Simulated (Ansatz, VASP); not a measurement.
Two plane-wave programs on Ca

File INCAR:

```
PREC     = Accurate       # precision mode
ENCUT    = 520            # plane-wave cutoff, eV
EDIFF    = 1E-7           # SCF threshold, eV
ISMEAR   = 0              # smearing method
SIGMA    = 0.15           # smearing width, eV
LREAL    = False          # projectors in reciprocal space
LASPH    = True           # aspherical terms in the spheres
NELM     = 100            # most SCF steps
ALGO     = Normal         # electronic algorithm
ISIF     = 2              # what is computed and relaxed
LWAVE    = False          # write WAVECAR
LCHARG   = True           # write CHGCAR
GGA      = CA             # functional
LELF     = True           # ELF
LVHAR    = True         
NBANDS   = 11             # bands
```

KPOINTS

```
regular mesh
0
Gamma
  14 14 14
```

POSCAR

```
Ca
1.0
    3.6630891570      0.0000000000      0.0000000000
    0.0000000000      3.6630891570      0.0000000000
    0.0000000000      0.0000000000      3.6630891570
Ca
1
Direct
    0.0000000000      0.0000000000      0.0000000000
```

Input for Ansatz:

```yaml
crystal:
  lattice:
    - [3.663089157, 0.0, 0.0]
    - [0.0, 3.663089157, 0.0]
    - [0.0, 0.0, 3.663089157]
  atoms:
    - { symbol: Ca, position: [0.0, 0.0, 0.0] }
basis:
  ecutwfc: 420
kpoints:
  mp_grid: { grid: [14, 14, 14] }
hamiltonian:
  xc: lda
scf:
  occupations: { method: gaussian, width: 0.15 }
output:
  forces: true
  stress: true
  eigenvalues: true
```

Change from the starting cell: strain +0.050 along x and y, +0.050 along z, atoms carried along.

Alike in both runs: task single point; functional LDA; k mesh 14 × 14 × 14; occupations gaussian, width 0.15 eV; no spin polarisation.

|  | VASP | Ansatz |
| --- | --- | --- |
| version | VASP 6.6.1 | Ansatz 0.2.0 |
| potentials or method | VASP PAW LDA potentials, release 64 (Ca_sv), cutoff 520 eV | scalar-relativistic, plane waves, PAW |
| valence electrons in the cell | 10 | 10 |

Ansatz gave:

| Property | Result |
| --- | --- |
| gap on the k mesh at the Fermi level (eV) | none |
| pressure (GPa) | -2.1 |

Question: Which values does VASP return?

Answer: gap on the k mesh at the Fermi level (eV): none; pressure (GPa): -2.2.

LDA's correlation is that of Perdew and Zunger in VASP and of Perdew and Wang (1992) in Ansatz. A gap of «none» marks a metal or a gap that the smearing closes.
